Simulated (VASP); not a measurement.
# CsSnI3 (Pm-3m) in VASP: further runs

The runs below take CsSnI3 through single point, with RPBE, revPBE, BLYP, r2SCAN.

Program: VASP 6.6.1. These are calculated values, not measurements. Logs are shortened: lines on timing, memory, paths and dates and some standing lists are left out, and cuts for length are marked.

## (1) The cell of the first run

The structure is cubic, space group Pm-3m (No. 221). Conventional cell: a = 6.206 Å, b = 6.206 Å, c = 6.206 Å, α = 90.00°, β = 90.00°, γ = 90.00°. Cs (site symmetry m-3m) has 12 I at 4.39 Å and 8 Sn at 5.37 Å within 5.8 Å. Within 4.1 Å of I (site symmetry 4/mmm) lie 2 Sn at 3.10 Å. Within 4.1 Å of Sn (site symmetry m-3m) lie 6 I at 3.10 Å.

## (2) Single point, RPBE

Input file INCAR:

```
PREC = Accurate
ENCUT = 520
EDIFF = 1E-6
ISMEAR = -1
SIGMA = 0.05
LREAL = F
LASPH = T
NELM = 100
ALGO = Normal
ISIF = 2
LWAVE = F
LCHARG = F
GGA = RP
NBANDS = 30
```

Input file KPOINTS:

```
regular mesh
0
Gamma
  5 5 5
```

Input file POSCAR:

```
CsSnI3
1.0
    6.2057000000      0.0000000000      0.0000000000
    0.0000000000      6.2057000000      0.0000000000
    0.0000000000      0.0000000000      6.2057000000
Cs I Sn
1 3 1
Direct
    0.0000000000      0.0000000000      0.0000000000
    0.5000000000      0.5000000000      0.0000000000
    0.5000000000      0.0000000000      0.5000000000
    0.0000000000      0.5000000000      0.5000000000
    0.5000000000      0.5000000000      0.5000000000
```

Potentials or basis: VASP PAW PBE potentials, release 64 (Cs_sv, I, Sn_d).

Run with:

```
> cat potpaw_PBE.64/Cs_sv/POTCAR potpaw_PBE.64/I/POTCAR potpaw_PBE.64/Sn_d/POTCAR > POTCAR
> mpirun -np 1 vasp_std > vasp.out
```

OUTCAR:

```text
PREC = Accurate
   ENCUT = 520
   EDIFF = 1E-6
   ISMEAR = -1
   LREAL = F
   LASPH = T
   NELM = 100
   ISIF = 2
   GGA = RP

 ion  position               nearest neighbor table
   1  0.000  0.000  0.000-
   2  0.500  0.500  0.000-   5 3.10   5 3.10
   3  0.500  0.000  0.500-   5 3.10   5 3.10
   4  0.000  0.500  0.500-   5 3.10   5 3.10
   5  0.500  0.500  0.500-   2 3.10   3 3.10   4 3.10   2 3.10   3 3.10   4 3.10

  LATTYP: Found a simple cubic cell.
 ALAT       =     6.2057000000

  Lattice vectors:

 A1 = (   6.2057000000,   0.0000000000,   0.0000000000)
 A2 = (   0.0000000000,   6.2057000000,   0.0000000000)
 A3 = (   0.0000000000,   0.0000000000,   6.2057000000)

Analysis of symmetry for initial positions (statically):
=====================================================================
 Subroutine PRICEL returns:
 Original cell was already a primitive cell.

 Routine SETGRP: Setting up the symmetry group for a
 simple cubic supercell.

 Subroutine GETGRP returns: Found 48 space group operations
 (whereof 48 operations were pure point group operations)
 out of a pool of 48 trial point group operations.

The static configuration has the point symmetry O_h .

Analysis of symmetry for dynamics (positions and initial velocities):
=====================================================================
 Subroutine PRICEL returns:
 Original cell was already a primitive cell.

 Routine SETGRP: Setting up the symmetry group for a
 simple cubic supercell.

 Subroutine GETGRP returns: Found 48 space group operations
 (whereof 48 operations were pure point group operations)
 out of a pool of 48 trial point group operations.

The dynamic configuration has the point symmetry O_h .

 Subroutine INISYM returns: Found 48 space group operations
 (whereof 48 operations are pure point group operations),
 and found     1 'primitive' translations

----------------------------------------------------------------------------------------

                                     Primitive cell

  volume of cell :     238.9859

  direct lattice vectors                    reciprocal lattice vectors
     6.205700000  0.000000000  0.000000000     0.161142176  0.000000000  0.000000000
     0.000000000  6.205700000  0.000000000     0.000000000  0.161142176  0.000000000
     0.000000000  0.000000000  6.205700000     0.000000000  0.000000000  0.161142176

  length of vectors
     6.205700000  6.205700000  6.205700000     0.161142176  0.161142176  0.161142176

  position of ions in fractional coordinates (direct lattice)
     0.000000000  0.000000000  0.000000000
     0.500000000  0.500000000  0.000000000
     0.500000000  0.000000000  0.500000000
     0.000000000  0.500000000  0.500000000
     0.500000000  0.500000000  0.500000000

  ion indices of the primitive-cell ions
   primitive index   ion index
                 1           1
                 2           2
                 3           3
                 4           4
                 5           5

----------------------------------------------------------------------------------------

 KPOINTS: regular mesh

Automatic generation of k-mesh.
 Grid dimensions read from file:
 generate k-points for:    5    5    5

 Generating k-lattice:

  Cartesian coordinates                     Fractional coordinates (reciprocal lattice)
     0.032228435  0.000000000  0.000000000     0.200000000  0.000000000  0.000000000
     0.000000000  0.032228435  0.000000000     0.000000000  0.200000000  0.000000000
     0.000000000  0.000000000  0.032228435     0.000000000  0.000000000  0.200000000

  Length of vectors
     0.032228435  0.032228435  0.032228435

  Shift w.r.t. Gamma in fractional coordinates (k-lattice)
     0.000000000  0.000000000  0.000000000

 Subroutine IBZKPT returns following result:
 ===========================================

 Found     10 irreducible k-points:

 Following reciprocal coordinates:
            Coordinates               Weight
  0.000000  0.000000  0.000000      1.000000
  0.200000  0.000000  0.000000      6.000000
  0.400000  0.000000  0.000000      6.000000
  0.200000  0.200000  0.000000     12.000000
  0.400000  0.200000  0.000000     24.000000
  0.400000  0.400000  0.000000     12.000000
  0.200000  0.200000  0.200000      8.000000
  0.400000  0.200000  0.200000     24.000000
  0.400000  0.400000  0.200000     24.000000
  0.400000  0.400000  0.400000      8.000000
   k-points           NKPTS =     10   k-points in BZ     NKDIM =     10   number of bands    NBANDS=     30
   number of dos      NEDOS =    301   number of ions     NIONS =      5
   total plane-waves  NPLWV = 110592
   dimension x,y,z NGX =    48 NGY =   48 NGZ =   48
   dimension x,y,z NGXF=    96 NGYF=   96 NGZF=   96
   ions per type =               1   3   1
   NGX,Y,Z   is equivalent  to a cutoff of  12.86, 12.86, 12.86 a.u.
   NGXF,Y,Z  is equivalent  to a cutoff of  25.72, 25.72, 25.72 a.u.
 SYSTEM =  unknown system
   PREC   = accura    normal or accurate (medium, high low for compatibility)
   ISTART =      0    job   : 0-new  1-cont  2-samecut
   ICHARG =      2    charge: 1-file 2-atom 10-const
   ISPIN  =      1    spin polarized calculation?
   LNONCOLLINEAR =      F non collinear calculations
   LSORBIT =      F    spin-orbit coupling
   LASPH  =      T    aspherical Exc in radial PAW
   ENCUT  =  520.0 eV  38.22 Ry    6.18 a.u.  11.54 11.54 11.54*2*pi/ulx,y,z
   NELM   =    100;   NELMIN=  2; NELMDL= -5     # of ELM steps
   EDIFF  = 0.1E-05   stopping-criterion for ELM
   LREAL  =      F    real-space projection
   EDIFFG = 0.1E-04   stopping-criterion for IOM
   NSW    =      0    number of steps for IOM
   IBRION =     -1    ionic relax: 0-MD 1-quasi-New 2-CG
   NFREE  =      0    steps in history (QN), initial steepest desc. (CG)
   ISIF   =      2    stress and relaxation
   ISYM   =      2    0-nonsym 1-usesym 2-fastsym
   POTIM  = 0.5000    time-step for ionic-motion
   TEBEG  =    0.0;   TEEND  =   0.0 temperature during run
   PSTRESS=    0.0 pullay stress
   NELECT =      44.0000    total number of electrons
   NUPDOWN=      -1.0000    fix difference up-down
   EMIN   =  10.00;   EMAX   =-10.00  energy-range for DOS
   EFERMI =   0.00;   METHOD = LEGACY
   ISMEAR =    -1;   SIGMA  =   0.05  broadening in eV -4-tet -1-fermi 0-gaus
   EFERMI_NEDOS =   21; number of points for ismear=-14 and -15
   IALGO  =     38    algorithm
   IMIX   =      4    mixing-type and parameters
     AMIX     =   0.40;   BMIX     =  1.00
     AMIX_MAG =   1.60;   BMIX_MAG =  1.00
  volume/ion in A,a.u.               =      47.80       322.55
  Fermi-wavevector in a.u.,A,eV,Ry     =   0.931326  1.759950 11.801253  0.867368
  Thomas-Fermi vector in A             =   2.057807
   LORBIT       =      0    0 simple, 1 ext, 2 COOP (PROOUT), +10 PAW based schemes
   GGA     = RP    functional components
   LHFCALC =     F    Hartree Fock is set to
   AEXX    =    0.0000 exact exchange contribution
   IVDW    =     0    specifies the selected vdW correction
   LEPSILON=     F    determine dielectric tensor
   LRPA    =     F    only Hartree local field effects (RPA)
 non-spin polarized calculation
  energy-cutoff  :      520.00
  volume of cell :      238.99
 maximum number of plane-waves:      6455
 NGX is ok and might be reduce to    48
   NGX = 23   NGY = 23   NGZ = 23

 number of electron      43.9999983 magnetization

 Free energy of the ion-electron system (eV)
  ---------------------------------------------------
  ext. energy  EPLUGINS =         0.00000000
  ---------------------------------------------------
  free energy    TOTEN  =       -12.88602575 eV

  energy without entropy =      -12.88602575  energy(sigma->0) =      -12.88602575

 E-fermi :   3.0278     XC(G=0):  -7.2629

 val. band max:        2.1683670322   @ k =   0.4000   0.4000   0.4000
 cond. band min:       3.9230334209   @ k =   0.4000   0.4000   0.4000
 fundamental gap:      1.7546663887
 Fermi energy:         3.0277829231

 k-point     1 :       0.0000    0.0000    0.0000
  band No.  band energies     occupation
      1     -19.3722      2.00000
      2     -19.1316      2.00000
      3     -19.1316      2.00000
      4     -19.1147      2.00000
      5     -19.1147      2.00000
      6     -19.1147      2.00000
[... 22 lines left out ...]
     29       7.7827      0.00000
     30       7.7827      0.00000

 k-point     2 :       0.2000    0.0000    0.0000
  band No.  band energies     occupation
      1     -19.3721      2.00000
      2     -19.1316      2.00000
      3     -19.1310      2.00000
      4     -19.1147      2.00000
      5     -19.1147      2.00000
      6     -19.1147      2.00000
[... 22 lines left out ...]
     29       6.9115      0.00000
     30       7.7085      0.00000

 k-point     3 :       0.4000    0.0000    0.0000
  band No.  band energies     occupation
      1     -19.3719      2.00000
      2     -19.1316      2.00000
      3     -19.1302      2.00000
      4     -19.1148      2.00000
      5     -19.1148      2.00000
      6     -19.1147      2.00000
[... 22 lines left out ...]
     29       7.3851      0.00000
     30       7.7210      0.00000

 k-point     4 :       0.2000    0.2000    0.0000
  band No.  band energies     occupation
      1     -19.3720      2.00000
      2     -19.1313      2.00000
      3     -19.1308      2.00000
      4     -19.1148      2.00000
      5     -19.1147      2.00000
      6     -19.1147      2.00000
[... 154 lines left out ...]
     29       7.8573      0.00000
     30       8.0810      0.00000

 k-point     9 :       0.4000    0.4000    0.2000
  band No.  band energies     occupation
      1     -19.3714      2.00000
      2     -19.1303      2.00000
      3     -19.1295      2.00000
      4     -19.1149      2.00000
      5     -19.1148      2.00000
      6     -19.1148      2.00000
[... 22 lines left out ...]
     29       7.6171      0.00000
     30       8.0313      0.00000

 k-point    10 :       0.4000    0.4000    0.4000
  band No.  band energies     occupation
      1     -19.3713      2.00000
      2     -19.1295      2.00000
      3     -19.1295      2.00000
      4     -19.1149      2.00000
      5     -19.1149      2.00000
      6     -19.1149      2.00000
[... 22 lines left out ...]
     29       7.2837      0.00000
     30       8.2280      0.00000

------------------------ aborting loop because EDIFF is reached ----------------------------------------

  FORCE on cell =-STRESS in cart. coord.  units (eV):
  Direction    XX          YY          ZZ          XY          YZ          ZX
  --------------------------------------------------------------------------------------
  -------------------------------------------------------------------------------------
  Total        2.4071001      2.4071001      2.4071001      0.0000000      0.0000000     -0.0000000
  in kB       16.1373567     16.1373567     16.1373567      0.0000000      0.0000000     -0.0000000
  external PRESSURE =      16.1373567 kB  Pullay stress =       0.0000000 kB

 VOLUME and BASIS-vectors are now :
 -----------------------------------------------------------------------------
  energy-cutoff  :      520.00
  volume of cell :      238.99
      direct lattice vectors                 reciprocal lattice vectors
     6.205700000  0.000000000  0.000000000     0.161142176  0.000000000  0.000000000
     0.000000000  6.205700000  0.000000000     0.000000000  0.161142176  0.000000000
     0.000000000  0.000000000  6.205700000     0.000000000  0.000000000  0.161142176

 POSITION                                       TOTAL-FORCE (eV/Angst)
 -----------------------------------------------------------------------------------
      0.00000      0.00000      0.00000         0.000000      0.000000      0.000000
      3.10285      3.10285      0.00000         0.000000      0.000000      0.000000
      3.10285      0.00000      3.10285         0.000000      0.000000      0.000000
      0.00000      3.10285      3.10285         0.000000      0.000000      0.000000
      3.10285      3.10285      3.10285         0.000000      0.000000      0.000000
 -----------------------------------------------------------------------------------
    total drift:                                0.000000     -0.000000     -0.000000

  FREE ENERGIE OF THE ION-ELECTRON SYSTEM (eV)
  ---------------------------------------------------
  free  energy   TOTEN  =       -12.8860257533 eV

  energy  without entropy=      -12.8860257451  energy(sigma->0) =      -12.88602575
```

Wall time 82 s (1 thread of Intel Xeon Platinum 8488C (Sapphire Rapids), shared host); peak memory 0.35 GiB.

What came out:

| Item | Value |
| --- | --- |
| Free energy | -12.8860 eV |
| Pressure | 1.6 GPa |
| Band gap on the k mesh | 1.75 eV, direct |

Caveat: the PAW data sets were made with another functional, which shifts forces and pressure a little; spin-orbit coupling is left out, which moves the levels of the heavy elements. A k mesh can miss the band edges.

## (3) Single point, revPBE

Input file INCAR:

```
SYSTEM = CsSnI3
PREC     = Accurate       ! precision mode
ENCUT    = 520            ! plane-wave cutoff, eV
EDIFF    = 1E-6           ! SCF threshold, eV
ISMEAR   = -1             ! smearing method
SIGMA    = 0.05           ! smearing width, eV
LREAL    = .FALSE.        ! projectors in reciprocal space
LASPH    = .TRUE.         ! aspherical terms in the spheres
NELM     = 80             ! most SCF steps
ALGO     = Normal         ! electronic algorithm
ISIF     = 2              ! what is computed and relaxed
LWAVE    = .FALSE.        ! write WAVECAR
LCHARG   = .TRUE.         ! write CHGCAR
GGA      = RE             ! functional
LELF     = .TRUE.         ! ELF
LVHAR    = .TRUE.       
NBANDS   = 30             ! bands
```

Input file KPOINTS:

```
Automatic mesh
0
G
  5 5 5
  0 0 0
```

POSCAR is that of step 2.

Potentials or basis: VASP PAW PBE potentials, release 64 (Cs_sv, I, Sn_d).

Run with:

```
> cat potpaw_PBE.64/Cs_sv/POTCAR potpaw_PBE.64/I/POTCAR potpaw_PBE.64/Sn_d/POTCAR > POTCAR
> mpirun -np 1 vasp_std > vasp.out
```

OUTCAR:

```text
SYSTEM = CsSnI3
   PREC = Accurate
   ENCUT = 520
   EDIFF = 1E-6
   ISMEAR = -1
   LREAL = .FALSE.
   LASPH = .TRUE.
   NELM = 80
   ISIF = 2
   GGA = RE

 ion  position               nearest neighbor table
   1  0.000  0.000  0.000-
   2  0.500  0.500  0.000-   5 3.10   5 3.10
   3  0.500  0.000  0.500-   5 3.10   5 3.10
   4  0.000  0.500  0.500-   5 3.10   5 3.10
   5  0.500  0.500  0.500-   2 3.10   3 3.10   4 3.10   2 3.10   3 3.10   4 3.10
[... 515 lines left out ...]
  Direction    XX          YY          ZZ          XY          YZ          ZX
  --------------------------------------------------------------------------------------
  -------------------------------------------------------------------------------------
  Total        2.0480144      2.0480144      2.0480144     -0.0000000      0.0000000     -0.0000000
  in kB       13.7300230     13.7300230     13.7300230     -0.0000000      0.0000000     -0.0000000
  external PRESSURE =      13.7300230 kB  Pullay stress =       0.0000000 kB

 VOLUME and BASIS-vectors are now :
 -----------------------------------------------------------------------------
  energy-cutoff  :      520.00
  volume of cell :      238.99
      direct lattice vectors                 reciprocal lattice vectors
     6.205700000  0.000000000  0.000000000     0.161142176  0.000000000  0.000000000
     0.000000000  6.205700000  0.000000000     0.000000000  0.161142176  0.000000000
     0.000000000  0.000000000  6.205700000     0.000000000  0.000000000  0.161142176

 POSITION                                       TOTAL-FORCE (eV/Angst)
 -----------------------------------------------------------------------------------
      0.00000      0.00000      0.00000         0.000000      0.000000      0.000000
      3.10285      3.10285      0.00000         0.000000      0.000000      0.000000
      3.10285      0.00000      3.10285         0.000000      0.000000      0.000000
      0.00000      3.10285      3.10285         0.000000      0.000000      0.000000
      3.10285      3.10285      3.10285         0.000000      0.000000      0.000000
 -----------------------------------------------------------------------------------
    total drift:                                0.000000     -0.000000     -0.000000

  FREE ENERGIE OF THE ION-ELECTRON SYSTEM (eV)
  ---------------------------------------------------
  free  energy   TOTEN  =       -12.9591603496 eV

  energy  without entropy=      -12.9591603412  energy(sigma->0) =      -12.95916035
```

It took 88 s on 1 thread of Intel Xeon Platinum 8488C (Sapphire Rapids), shared host; peak memory 0.35 GiB.

What came out:

- Free energy: -12.9592 eV
- Pressure: 1.4 GPa
- Band gap on the k mesh: 1.75 eV, direct

Levels at points of the mesh, in eV from the valence-band top:
```tsv
k point	band 20	band 21	band 22	band 23	band 24	band 25
(0.00, 0.00, 0.00)	-1.34	-1.34	-1.34	3.28	4.15	4.15
```

Caveat: the PAW data sets were made with another functional, which shifts forces and pressure a little; spin-orbit coupling is left out, which moves the levels of the heavy elements.

(Continued in part 2 of 2.)
